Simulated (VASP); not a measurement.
Input of a VASP 6.6.1 run:

The input INCAR:

```
SYSTEM = Be5Zn2Cd2HgTe10
ALGO = Normal
EDIFF = 1E-6
ENCUT = 520
GGA = PE
ISIF = 2
ISMEAR = 0
ISYM = 0
LASPH = .TRUE.
LCHARG = .FALSE.
LREAL = Auto
LWAVE = .FALSE.
NBANDS = 81
NELM = 60
PREC = Accurate
SIGMA = 0.1
```

The input KPOINTS:

```
k-points
0
G
  3 3 2
  0 0 0
```

The input POSCAR:

```
Be5Zn2Cd2HgTe10
1.0
    3.0187650466      3.0194896364      6.0260567310
   -3.0743407158     -3.0744905684      6.0818590789
    9.0727778805     -6.0547252740      3.0126630923
Be Zn Cd Te Hg
5 2 2 10 1
Direct
    0.2019209125      0.9973472727      0.5960327230
    0.6039466720      0.9999265875      0.7963413529
    0.0033287683      0.0024897560      0.9992747437
    0.4001739270     -0.0000133628      0.2027897194
    0.7990346045      0.9972263298      0.4032561646
    0.2990335027      0.5012833905      0.4015925488
    0.7015485008      0.5013780875      0.5976843316
    0.1012035437      0.5084167289      0.7909630095
    0.4945825144      0.5099582820      0.9995464140
    0.5716025495      0.8825588678      0.5997802223
    0.4978563123      0.3437816262      0.7899094205
    0.9682907260      0.9046582161      0.7982641870
    0.3683257811      0.9068770305      0.9996122015
    0.7666325895      0.9067145818      0.2007665796
    0.6685880222      0.3451086424      0.4122481733
    0.1720313946      0.8823329773      0.3993010204
    0.0811011031      0.3453531609      0.5877572165
    0.8914283533      0.3426255947      0.9984494232
    0.2895977119      0.3435827006      0.2091790003
    0.8907355100      0.5120637210      0.2082045450
```

Potentials or basis: VASP PAW PBE potentials, release 64 (Be, Zn, Cd, Te, Hg).

Run with:

```sh
$ cat potpaw_PBE.64/Be/POTCAR potpaw_PBE.64/Zn/POTCAR potpaw_PBE.64/Cd/POTCAR potpaw_PBE.64/Te/POTCAR potpaw_PBE.64/Hg/POTCAR > POTCAR
$ mpirun -np 1 vasp_std > vasp.out
```

(1) What does it give for the largest force?

(2) Estimate the pressure.

(3) Estimate the band gap on the k mesh.

Results:

(1) 0.046 eV/Å.

(2) 0.1 GPa.

(3) 1.33 eV.

Caveat: spin-orbit coupling is left out, which moves the levels of the heavy elements.
